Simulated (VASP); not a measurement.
# Y (P6_3/mmc) in VASP: a series of runs

Y is run at these levels: PBEsol; tasks: single point, relaxation of cell and atoms.

Program: VASP 6.6.1. These are calculated values, not measurements. Logs are shortened: lines on timing, memory, paths and dates and some standing lists are left out, and cuts for length are marked.

### 1 The cell of the first run

Symmetry: P6_3/mmc, No. 194, hexagonal system. Conventional cell: a = 3.113 Å, b = 3.113 Å, c = 10.024 Å, α = 90.00°, β = 90.00°, γ = 120.00°. Within 4.1 Å of Y (site symmetry -3m) lie 12 Y at 3.08 to 3.11 Å. Y (site symmetry -6m2) has 12 Y at 3.08 to 3.11 Å within 4.1 Å.

### 2 Single point, PBEsol

Input file INCAR:

```
ALGO = Normal
EDIFF = 1E-7
ENCUT = 520
GGA = PS
ISIF = 2
ISMEAR = -1
LASPH = True
LCHARG = False
LREAL = False
LWAVE = False
NBANDS = 30
NELM = 80
PREC = Accurate
SIGMA = 0.05
```

Input file KPOINTS:

```
k-points
0
Gamma
  12 12 3
```

Input file POSCAR:

```
Y
1.0
    3.1125395693      0.0000000000      0.0000000000
   -1.5562697847      2.6955383373      0.0000000000
    0.0000000000      0.0000000000     10.0241488859
Y
4
Direct
    0.0000000000      0.0000000000      0.0000000000
    0.0000000000      0.0000000000      0.5000000000
    0.3333333333      0.6666666667      0.2500000000
    0.6666666667      0.3333333333      0.7500000000
```

Potentials or basis: VASP PAW PBE potentials, release 64 (Y_sv).

Command:

```
> cat potpaw_PBE.64/Y_sv/POTCAR > POTCAR
> mpirun -np 1 vasp_std > vasp.out
```

OUTCAR:

```text
EDIFF = 1E-7
   ENCUT = 520
   GGA = PS
   ISIF = 2
   ISMEAR = -1
   LASPH = True
   LREAL = False
   NELM = 80
   PREC = Accurate

 ion  position               nearest neighbor table
   1  0.000  0.000  0.000-   3 3.08   4 3.08   4 3.08   3 3.08   4 3.08   3 3.08
   2  0.000  0.000  0.500-   3 3.08   4 3.08   4 3.08   3 3.08   4 3.08   3 3.08
   3  0.333  0.667  0.250-   1 3.08   2 3.08   1 3.08   2 3.08   1 3.08   2 3.08
   4  0.667  0.333  0.750-   1 3.08   2 3.08   1 3.08   2 3.08   1 3.08   2 3.08

  LATTYP: Found a hexagonal cell.
 ALAT       =     3.1125395693
 C/A-ratio  =     3.2205691406

  Lattice vectors:

 A1 = (   3.1125395693,   0.0000000000,   0.0000000000)
 A2 = (  -1.5562697847,   2.6955383373,   0.0000000000)
 A3 = (   0.0000000000,   0.0000000000,  10.0241488859)

Analysis of symmetry for initial positions (statically):
=====================================================================
 Subroutine PRICEL returns:
 Original cell was already a primitive cell.

 Routine SETGRP: Setting up the symmetry group for a
 hexagonal supercell.

 Subroutine GETGRP returns: Found 24 space group operations
 (whereof 12 operations were pure point group operations)
 out of a pool of 24 trial point group operations.

The static configuration has the point symmetry D_3d.
 The point group associated with its full space group is D_6h.

Analysis of symmetry for dynamics (positions and initial velocities):
=====================================================================
 Subroutine PRICEL returns:
 Original cell was already a primitive cell.

 Routine SETGRP: Setting up the symmetry group for a
 hexagonal supercell.

 Subroutine GETGRP returns: Found 24 space group operations
 (whereof 12 operations were pure point group operations)
 out of a pool of 24 trial point group operations.

The dynamic configuration has the point symmetry D_3d.
 The point group associated with its full space group is D_6h.

 Subroutine INISYM returns: Found 24 space group operations
 (whereof 12 operations are pure point group operations),
 and found     1 'primitive' translations

----------------------------------------------------------------------------------------

                                     Primitive cell

  volume of cell :      84.1023

  direct lattice vectors                    reciprocal lattice vectors
     3.112539569  0.000000000  0.000000000     0.321281056  0.185491704  0.000000000
    -1.556269785  2.695538337  0.000000000     0.000000000  0.370983408  0.000000000
     0.000000000  0.000000000 10.024148886     0.000000000  0.000000000  0.099759093

  length of vectors
     3.112539569  3.112539569 10.024148886     0.370983408  0.370983408  0.099759093

  position of ions in fractional coordinates (direct lattice)
     0.000000000  0.000000000  0.000000000
     0.000000000  0.000000000  0.500000000
     0.333333333  0.666666667  0.250000000
     0.666666667  0.333333333  0.750000000

  ion indices of the primitive-cell ions
   primitive index   ion index
                 1           1
                 2           2
                 3           3
                 4           4

----------------------------------------------------------------------------------------

 KPOINTS: k-points

Automatic generation of k-mesh.
 Grid dimensions read from file:
 generate k-points for:   12   12    3

 Generating k-lattice:

  Cartesian coordinates                     Fractional coordinates (reciprocal lattice)
     0.026773421  0.015457642  0.000000000     0.083333333  0.000000000  0.000000000
     0.000000000  0.030915284  0.000000000     0.000000000  0.083333333  0.000000000
     0.000000000  0.000000000  0.033253031     0.000000000  0.000000000  0.333333333

  Length of vectors
     0.030915284  0.030915284  0.033253031

  Shift w.r.t. Gamma in fractional coordinates (k-lattice)
     0.000000000  0.000000000  0.000000000

 Subroutine IBZKPT returns following result:
 ===========================================

 Found     38 irreducible k-points:

 Following reciprocal coordinates:
            Coordinates               Weight
  0.000000  0.000000  0.000000      1.000000
  0.083333  0.000000  0.000000      6.000000
  0.166667  0.000000  0.000000      6.000000
  0.250000  0.000000  0.000000      6.000000
  0.333333  0.000000  0.000000      6.000000
  0.416667  0.000000  0.000000      6.000000
[... 16 lines left out ...]
  0.250000  0.000000  0.333333     12.000000
  0.333333  0.000000  0.333333     12.000000
 [... further k-points ...]
   k-points           NKPTS =     38   k-points in BZ     NKDIM =     38   number of bands    NBANDS=     30
   number of dos      NEDOS =    301   number of ions     NIONS =      4
   total plane-waves  NPLWV =  46080
   dimension x,y,z NGX =    24 NGY =   24 NGZ =   80
   dimension x,y,z NGXF=    48 NGYF=   48 NGZF=  160
   ions per type =               4
   NGX,Y,Z   is equivalent  to a cutoff of  12.82, 12.82, 13.27 a.u.
   NGXF,Y,Z  is equivalent  to a cutoff of  25.64, 25.64, 26.54 a.u.
 SYSTEM =  unknown system
   PREC   = accura    normal or accurate (medium, high low for compatibility)
   ISTART =      0    job   : 0-new  1-cont  2-samecut
   ICHARG =      2    charge: 1-file 2-atom 10-const
   ISPIN  =      1    spin polarized calculation?
   LNONCOLLINEAR =      F non collinear calculations
   LSORBIT =      F    spin-orbit coupling
   LASPH  =      T    aspherical Exc in radial PAW
   ENCUT  =  520.0 eV  38.22 Ry    6.18 a.u.   5.79  5.79 18.64*2*pi/ulx,y,z
   NELM   =     80;   NELMIN=  2; NELMDL= -5     # of ELM steps
   EDIFF  = 0.1E-06   stopping-criterion for ELM
   LREAL  =      F    real-space projection
   EDIFFG = 0.1E-05   stopping-criterion for IOM
   NSW    =      0    number of steps for IOM
   IBRION =     -1    ionic relax: 0-MD 1-quasi-New 2-CG
   NFREE  =      0    steps in history (QN), initial steepest desc. (CG)
   ISIF   =      2    stress and relaxation
   ISYM   =      2    0-nonsym 1-usesym 2-fastsym
   POTIM  = 0.5000    time-step for ionic-motion
   TEBEG  =    0.0;   TEEND  =   0.0 temperature during run
   PSTRESS=    0.0 pullay stress
   NELECT =      44.0000    total number of electrons
   NUPDOWN=      -1.0000    fix difference up-down
   EMIN   =  10.00;   EMAX   =-10.00  energy-range for DOS
   EFERMI =   0.00;   METHOD = LEGACY
   ISMEAR =    -1;   SIGMA  =   0.05  broadening in eV -4-tet -1-fermi 0-gaus
   EFERMI_NEDOS =   21; number of points for ismear=-14 and -15
   IALGO  =     38    algorithm
   IMIX   =      4    mixing-type and parameters
     AMIX     =   0.40;   BMIX     =  1.00
     AMIX_MAG =   1.60;   BMIX_MAG =  1.00
  volume/ion in A,a.u.               =      21.03       141.89
  Fermi-wavevector in a.u.,A,eV,Ry     =   1.319137  2.492807 23.675787  1.740121
  Thomas-Fermi vector in A             =   2.449056
   LORBIT       =      0    0 simple, 1 ext, 2 COOP (PROOUT), +10 PAW based schemes
   GGA     = PS    functional components
   LHFCALC =     F    Hartree Fock is set to
   AEXX    =    0.0000 exact exchange contribution
   IVDW    =     0    specifies the selected vdW correction
   LEPSILON=     F    determine dielectric tensor
   LRPA    =     F    only Hartree local field effects (RPA)
 non-spin polarized calculation
  energy-cutoff  :      520.00
  volume of cell :       84.10
 maximum number of plane-waves:      2288
 NGX is ok and might be reduce to    24

 number of electron      43.9999998 magnetization

 Free energy of the ion-electron system (eV)
  ---------------------------------------------------
  ext. energy  EPLUGINS =         0.00000000
  ---------------------------------------------------
  free energy    TOTEN  =       -24.62374468 eV

  energy without entropy =      -24.59542843  energy(sigma->0) =      -24.60958656

 E-fermi :   5.3972     XC(G=0): -11.4473

 val. band max:        5.3940730005   @ k =   0.1667   0.1667   0.3333
 cond. band min:       5.4167814954   @ k =   0.2500   0.1667   0.3333
 fundamental gap:      0.0227084949
 Fermi energy:         5.3971660105

 k-point     1 :       0.0000    0.0000    0.0000
  band No.  band energies     occupation
      1     -36.5296      2.00000
      2     -36.3451      2.00000
      3     -36.3186      2.00000
      4     -36.1248      2.00000
      5     -17.6508      2.00000
      6     -16.6413      2.00000
[... 22 lines left out ...]
     29       7.9105      0.00000
     30       8.1113      0.00000

 k-point     2 :       0.0833    0.0000    0.0000
  band No.  band energies     occupation
      1     -36.5081      2.00000
      2     -36.3291      2.00000
      3     -36.3026      2.00000
      4     -36.1149      2.00000
      5     -17.6053      2.00000
      6     -16.6549      2.00000
[... 22 lines left out ...]
     29       8.0699      0.00000
     30       8.1546      0.00000

 k-point     3 :       0.1667    0.0000    0.0000
  band No.  band energies     occupation
      1     -36.4477      2.00000
      2     -36.2849      2.00000
      3     -36.2584      2.00000
      4     -36.0886      2.00000
      5     -17.4750      2.00000
      6     -16.7293      2.00000
[... 22 lines left out ...]
     29       7.9845      0.00000
     30       8.6629      0.00000

 k-point     4 :       0.2500    0.0000    0.0000
  band No.  band energies     occupation
      1     -36.3608      2.00000
      2     -36.2238      2.00000
      3     -36.1973      2.00000
      4     -36.0557      2.00000
      5     -17.2852      2.00000
      6     -16.9394      2.00000
[... 616 lines left out ...]
     29       8.0532      0.00000
     30       8.2149      0.00000

 k-point    23 :       0.2500    0.0000    0.3333
  band No.  band energies     occupation
      1     -36.3411      2.00000
      2     -36.2871      2.00000
      3     -36.1329      2.00000
      4     -36.0766      2.00000
      5     -17.2409      2.00000
      6     -17.1103      2.00000
[... 22 lines left out ...]
     29       8.0083      0.00000
     30       8.3796      0.00000

 k-point    24 :       0.3333    0.0000    0.3333
  band No.  band energies     occupation
      1     -36.2504      2.00000
      2     -36.2086      2.00000
      3     -36.0880      2.00000
      4     -36.0450      2.00000
      5     -17.2747      2.00000
      6     -17.1589      2.00000
[... 22 lines left out ...]
     29       8.2358      0.00000
     30       8.3151      0.00000

 [... further k-points ...]

------------------------ aborting loop because EDIFF is reached ----------------------------------------

  FORCE on cell =-STRESS in cart. coord.  units (eV):
  Direction    XX          YY          ZZ          XY          YZ          ZX
  --------------------------------------------------------------------------------------
  -------------------------------------------------------------------------------------
  Total       15.0203326     15.0203326     15.0531636     -0.0000000      0.0000000     -0.0000000
  in kB      286.1424087    286.1424087    286.7678511     -0.0000000      0.0000000     -0.0000000
  external PRESSURE =     286.3508895 kB  Pullay stress =       0.0000000 kB

 VOLUME and BASIS-vectors are now :
 -----------------------------------------------------------------------------
  energy-cutoff  :      520.00
  volume of cell :       84.10
      direct lattice vectors                 reciprocal lattice vectors
     3.112539569  0.000000000  0.000000000     0.321281056  0.185491704  0.000000000
    -1.556269785  2.695538337  0.000000000     0.000000000  0.370983408  0.000000000
     0.000000000  0.000000000 10.024148886     0.000000000  0.000000000  0.099759093

 POSITION                                       TOTAL-FORCE (eV/Angst)
 -----------------------------------------------------------------------------------
      0.00000      0.00000      0.00000         0.000000      0.000000      0.000000
      0.00000      0.00000      5.01207         0.000000      0.000000      0.000000
     -0.00000      1.79703      2.50604        -0.000000      0.000000     -0.000000
      1.55627      0.89851      7.51811         0.000000     -0.000000      0.000000
 -----------------------------------------------------------------------------------
    total drift:                               -0.000000      0.000000     -0.000000

  FREE ENERGIE OF THE ION-ELECTRON SYSTEM (eV)
  ---------------------------------------------------
  free  energy   TOTEN  =       -24.6237446798 eV

  energy  without entropy=      -24.5954284308  energy(sigma->0) =      -24.60958656
```

It took 1.7 min on 1 thread of AMD EPYC 7R13 (Zen 3), shared host; peak memory 0.21 GiB.

What came out:

- Free energy: -24.6237 eV
- Pressure: 28.6 GPa
- Band gap on the k mesh: zero (bands 22 and 23 overlap by 1.99 eV)

Caveat: the cell stands under pressure; the PAW data sets were made with another functional, which shifts forces and pressure a little.

### 3 Relaxation of cell and atoms, PBEsol, target pressure 29 GPa, at which the enthalpy is minimised

This run uses another cell than the first one: it holds 2 atoms, not 4.

Input file INCAR:

```
  PREC = Accurate
  ENCUT = 600
  EDIFF = 1E-7
  ISMEAR = -1
  SIGMA = 0.05
  LREAL = F
  LASPH = T
  NELM = 100
  ALGO = Normal
  ISIF = 3
  LWAVE = F
  LCHARG = F
  GGA = PS
  IBRION = 2
  NSW = 60
  EDIFFG = -0.005
  PSTRESS = 290.0
```

Input file KPOINTS:

```
Automatic mesh
0
Gamma
  14 14 8
```

Input file POSCAR:

```
Y
1.0
    3.1046062464      0.0000000000      0.0000000000
   -1.5523031232      2.6886678781      0.0000000000
    0.0000000000      0.0000000000      5.0294621192
Y
2
Direct
    0.3333333333      0.6666666667      0.2500000000
    0.6666666667      0.3333333333      0.7500000000
```

Potentials or basis: VASP PAW PBE potentials, release 64 (Y_sv).

Command:

```
> cat potpaw_PBE.64/Y_sv/POTCAR > POTCAR
> mpirun -np 1 vasp_std > vasp.out
```

Wall time 5.7 min (1 thread of AMD EPYC 7R13 (Zen 3), shared host); peak memory 0.23 GiB.

Results (log left out):

- Free energy: -12.2388 eV
- Relaxed volume: 21.08 Å³/atom
- Relaxed cell: a = 3.104 Å, b = 3.104 Å, c = 5.051 Å, α = 90.00°, β = 90.00°, γ = 120.00°
- Space group after relaxing (to 0.1 Å): P6_3/mmc (No. 194)
- Energy change on relaxing (the run minimises the enthalpy): -15.5 meV/atom
- Ionic steps: 5
- Pressure after relaxing: 29.0 GPa
- Band gap on the k mesh: zero (bands 11 and 12 overlap by 2.58 eV)

The path:
```tsv
step	energy change (eV)	largest force (eV/Å)	pressure (GPa)	volume (Å³)
1	0.0000	0.0000	29.52	41.98
2	-0.0747	0.0000	28.34	42.40
3	-0.0359	0.0000	28.95	42.18
4	-0.0335	0.0000	28.98	42.16
5	-0.0311	0.0000	29.00	42.15
```

Final structure:
```yaml
crystal:
  lattice:
    - [3.10434, 0.00000, 0.00000]
    - [-1.55217, 2.68844, 0.00000]
    - [0.00000, 0.00000, 5.05060]
  atoms:
    - { symbol: Y, position: [0.33333, 0.66667, 0.25000] }
    - { symbol: Y, position: [0.66667, 0.33333, 0.75000] }
```

Levels at points of the mesh, in eV from the Fermi level:
```csv
k point,band 9,band 10,band 11,band 12,band 13,band 14
"(0.00, 0.00, 0.00)",-5.02,-2.64,2.08,2.08,2.10,2.83
"(0.50, 0.00, 0.00)",-2.38,-1.82,-1.81,1.47,1.81,2.07
"(0.00, 0.00, 0.50)",-3.07,-3.07,1.05,1.05,2.04,2.04
"(0.50, 0.00, 0.50)",-2.56,-2.56,-0.49,-0.49,3.47,3.47
```

Caveat: the cell is relaxed towards a set pressure, so the run minimises the enthalpy, not the energy; the PAW data sets were made with another functional, which shifts forces and pressure a little.

### 4 Relaxation of cell and atoms, PBEsol, target pressure 29 GPa, at which the enthalpy is minimised

This run uses another cell than the first one: it holds 2 atoms, not 4.

Input file INCAR:

```
PREC     = Accurate       # precision mode
ENCUT    = 600            # plane-wave cutoff, eV
EDIFF    = 1E-6           # SCF threshold, eV
ISMEAR   = -1             # smearing method
SIGMA    = 0.05           # smearing width, eV
LREAL    = F              # projectors in reciprocal space
LASPH    = T              # aspherical terms in the spheres
NELM     = 100            # most SCF steps
ALGO     = Normal         # electronic algorithm
ISIF     = 3              # what is computed and relaxed
LWAVE    = F              # write WAVECAR
LCHARG   = F              # write CHGCAR
GGA      = PS             # functional
IBRION   = 2              # ionic algorithm
NSW      = 32             # ionic steps
EDIFFG   = -0.005         # ionic threshold
PSTRESS  = 290.0
```

Input file KPOINTS:

```
regular mesh
0
Gamma
  14 14 8
```

Input file POSCAR:

```
Y
1.0
    3.1083836179      0.0000000000      0.0000000000
   -1.5541918090      2.6919391778      0.0000000000
    0.0000000000      0.0000000000      5.0539033728
Y
2
Direct
    0.3333333333      0.6666666667      0.2500000000
    0.6666666667      0.3333333333      0.7500000000
```

Command:

```
> cat potpaw_PBE.64/Y_sv/POTCAR > POTCAR
> mpirun -np 1 vasp_std > vasp.out
```

Wall time 6.2 min (1 thread of AMD EPYC 7R13 (Zen 3), shared host); peak memory 0.23 GiB.

The run converged. Its results:

```yaml
Free_energy: -12.2399 eV
Relaxed_volume: 21.08 Å³/atom
Relaxed_cell: a = 3.105 Å, b = 3.105 Å, c = 5.050 Å, α = 90.00°, β = 90.00°, γ = 120.00°
Space_group_after_relaxing_to_0.1_Å: P6_3/mmc (No. 194)
Energy_change_on_relaxing_the_run_minimises_the_enthalpy: +11.8 meV/atom
Ionic_steps: 8
Pressure_after_relaxing: 29.0 GPa
Band_gap_on_the_k_mesh: zero (bands 11 and 12 overlap by 2.57 eV)
```

Step by step:
```csv
step,energy change (eV),largest force (eV/Å),pressure (GPa),volume (Å³)
1,0.0000,0.0000,28.62,42.29
2,0.0553,0.0000,29.47,41.98
3,0.0242,0.0000,29.00,42.15
4,0.0237,0.0000,29.03,42.16
5,0.0118,0.0000,28.81,42.22
6,0.0221,0.0000,28.96,42.17
7,0.0230,0.0000,28.96,42.16
8,0.0236,0.0000,28.98,42.16
```

Final structure:
```
Y
1.0
     3.10485    0.00000    0.00000
    -1.55243    2.68888    0.00000
     0.00000    0.00000    5.04967
Y
2
Direct
  0.33333 0.66667 0.25000
  0.66667 0.33333 0.75000
```

Levels at points of the mesh, in eV from the Fermi level:
```csv
k point,band 7,band 8,band 9,band 10,band 11,band 12,band 13,band 14,band 15
"(0.00, 0.00, 0.00)",-20.88,-20.86,-5.02,-2.64,2.08,2.08,2.10,2.83,3.02
"(0.50, 0.00, 0.00)",-21.37,-21.13,-2.38,-1.82,-1.81,1.47,1.81,2.07,2.99
"(0.00, 0.00, 0.50)",-21.01,-21.01,-3.07,-3.07,1.06,1.06,2.04,2.04,2.04
"(0.50, 0.00, 0.50)",-21.38,-21.38,-2.56,-2.56,-0.49,-0.49,3.47,3.47,3.97
```

Caveat: the cell is relaxed towards a set pressure, so the run minimises the enthalpy, not the energy; the PAW data sets were made with another functional, which shifts forces and pressure a little.

### 5 Overview

| task | cell | k mesh | cutoff (eV) | gap on the mesh (eV) | pressure (GPa) |
| --- | --- | --- | --- | --- | --- |
| single point | a = 3.113, b = 3.113, c = 10.024 Å, angles 90.0, 90.0, 120.0°, 4 atoms, atomic positions A | 12 × 12 × 3 | 520 | none | 28.6 |
| relaxation of cell and atoms | relaxed to 29 GPa from a = 3.105, b = 3.105, c = 5.029 Å, angles 90.0, 90.0, 120.0°, 2 atoms, atomic positions B | 14 × 14 × 8 | 600 | none | 29.0 |
| relaxation of cell and atoms | relaxed to 29 GPa from a = 3.108, b = 3.108, c = 5.054 Å, angles 90.0, 90.0, 120.0°, 2 atoms, atomic positions B | 14 × 14 × 8 | 600 | none | 29.0 |

Alike in all rows: level PBEsol; potentials or basis VASP PAW PBE potentials, release 64 (Y_sv); no spin polarisation; smearing fermi-dirac 0.05 eV.

Caveats: the PAW data sets were made with another functional, which shifts forces and pressure a little; the cell is relaxed towards a set pressure, so the run minimises the enthalpy, not the energy (at least some runs); the cell stands under pressure (at least some runs).

Total energies depend on the potentials used, so only differences within one code and one set of settings carry meaning.

The gap in the log of VASP goes by the Fermi energy; the results here count the filled bands.